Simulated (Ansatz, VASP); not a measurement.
## CsH in VASP and in Ansatz

Contents of POSCAR:

```
CsH
1.0
    0.0000000000      3.1880000000      3.0604800000
    3.1880000000      0.0000000000      3.0604800000
    3.1880000000      3.1880000000      0.0000000000
Cs H
1 1
Direct
    0.0000000000      0.0000000000      0.0000000000
    0.5000000000      0.5000000000      0.5000000000
```

Contents of INCAR.step1:

```
SYSTEM = CsH
PREC     = Accurate       ! precision mode
ENCUT    = 520            ! plane-wave cutoff, eV
ISMEAR   = 0              ! smearing method
SIGMA    = 0.05           ! smearing width, eV
LREAL    = .False.        ! projectors in reciprocal space
LASPH    = .True.         ! aspherical terms in the spheres
NELM     = 60             ! most SCF steps
NBANDS   = 12             ! bands
GGA      = PE             ! functional
ALGO     = Normal         ! electronic algorithm
EDIFF    = 1E-4           ! SCF threshold, eV
LWAVE    = .True.         ! write WAVECAR
LCHARG   = .False.        ! write CHGCAR
```

INCAR.step2

```
SYSTEM = CsH
PREC     = Accurate       ! precision mode
ENCUT    = 520            ! plane-wave cutoff, eV
EDIFF    = 1E-6           ! SCF threshold, eV
ISMEAR   = 0              ! smearing method
SIGMA    = 0.05           ! smearing width, eV
LREAL    = .False.        ! projectors in reciprocal space
LASPH    = .True.         ! aspherical terms in the spheres
NELM     = 60             ! most SCF steps
ALGO     = Normal         ! electronic algorithm
ISIF     = 2              ! what is computed and relaxed
LWAVE    = .False.        ! write WAVECAR
LCHARG   = .False.        ! write CHGCAR
METAGGA  = R2SCAN         ! meta-GGA
LMIXTAU  = .True.       
NBANDS   = 12             ! bands
ISTART   = 1
```

File KPOINTS:

```
Automatic mesh
0
Gamma
  6 6 6
  0 0 0
```

Input for Ansatz:

```yaml
crystal:
  lattice:
    - [0.0, 3.188, 3.06048]
    - [3.188, 0.0, 3.06048]
    - [3.188, 3.188, 0.0]
  atoms:
    - { symbol: Cs, position: [0.0, 0.0, 0.0] }
    - { symbol: H, position: [0.5, 0.5, 0.5] }
basis:
  ecutwfc: 500
kpoints:
  mp_grid: { grid: [6, 6, 6] }
hamiltonian:
  xc: r2scan
scf:
  occupations: { method: gaussian, width: 0.05 }
output:
  forces: true
  stress: true
  eigenvalues: true
```

Change from the starting cell: strain +0.000 along x and y, -0.040 along z, atoms carried along.

Alike in both runs: task single point; functional r2SCAN; k mesh 6 × 6 × 6; occupations gaussian, width 0.05 eV; no spin polarisation.

|  | VASP | Ansatz |
| --- | --- | --- |
| version | VASP 6.6.1 | Ansatz 0.2.0 |
| potentials or method | VASP PAW PBE potentials, release 64 (Cs_sv, H), cutoff 520 eV | scalar-relativistic, plane waves, PAW |
| valence electrons in the cell | 10 | 10 |

|  | VASP | Ansatz | Ansatz less VASP |
| --- | --- | --- | --- |
| gap on the k mesh at the Fermi level (eV) | 2.60 | 2.62 | +0.020 |
| least direct gap on the mesh (eV) | 2.60 | 2.62 | +0.020 |
| pressure (GPa) | 0.5 | 0.5 | -0.04 |
| traceless stress, the component that is largest in VASP (GPa) | 0.79 | 0.77 | -0.017 |

VASP's potentials were made for PBE, not for r2SCAN.

Neither program's run includes spin-orbit coupling.
